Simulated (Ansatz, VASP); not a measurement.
# One calculation of SnTe, two programs

INCAR

```
SYSTEM = SnTe
  PREC = Accurate
  ENCUT = 520
  EDIFF = 1E-7
  ISMEAR = -1
  SIGMA = 0.08
  LREAL = .FALSE.
  LASPH = .TRUE.
  NELM = 80
  ALGO = Normal
  ISIF = 2
  LWAVE = .FALSE.
  LCHARG = .TRUE.
  GGA = PS
  LELF = .TRUE.
  LVHAR = .TRUE.
  NBANDS = 17
```

KPOINTS

```
Automatic mesh
0
G
  11 11 11
  0 0 0
```

POSCAR

```
SnTe
1.0
    0.0000000000      3.1565000000      3.1880650000
    3.1565000000      0.0000000000      3.1880650000
    3.1565000000      3.1565000000      0.0000000000
Sn Te
1 1
Direct
    0.0000000000      0.0000000000      0.0000000000
    0.5000000000      0.5000000000      0.5000000000
```

Input for Ansatz:

```yaml
crystal:
  lattice:
    - [0.0, 3.1565, 3.188065]
    - [3.1565, 0.0, 3.188065]
    - [3.1565, 3.1565, 0.0]
  atoms:
    - { symbol: Sn, position: [0.0, 0.0, 0.0] }
    - { symbol: Te, position: [0.5, 0.5, 0.5] }
kpoints:
  mp_grid: { grid: [11, 11, 11] }
  band_path:
    path:
      - [0.0, 0.0, 0.0]
      - [0.0, 0.5, 0.5]
      - [0.25, 0.75, 0.5]
      - [0.0, 0.5, 0.0]
      - [0.0, 0.0, 0.0]
      - [0.5, 0.5, 0.0]
      - [0.3725370062, 0.6274629938, 0.0]
      - [-0.3725370062, 0.3725370062, 0.0]
      - [0.0, 0.0, 0.0]
    npoints: 5
scf:
  occupations: { method: fermi_dirac, width: 0.08 }
hamiltonian:
  xc: pbesol
  pseudopotentials: { kind: all_electron, lapw: { basis_error: 0.00025 } }
output:
  forces: true
  stress: true
  eigenvalues: true
```

Change from the starting cell: zz strain of +1 %.

Alike in both runs: task single point; functional PBEsol; k mesh 11 × 11 × 11; occupations fermi-dirac, width 0.08 eV; no spin polarisation.

|  | VASP | Ansatz |
| --- | --- | --- |
| version | VASP 6.6.1 | Ansatz 0.2.0 |
| potentials or method | VASP PAW PBE potentials, release 64 (Sn_d, Te), cutoff 520 eV | all-electron LAPW, scalar-relativistic |

|  | VASP | Ansatz | Ansatz less VASP |
| --- | --- | --- | --- |
| pressure (GPa) | -1.0 | -1.0 | 0.00 |
| traceless stress, the component that is largest in VASP (GPa) | -0.80 | -0.80 | +0.003 |

VASP's potentials were made for PBE, not for PBEsol. Ansatz ran all-electron here, and VASP with PAW potentials.

Neither program's run includes spin-orbit coupling.
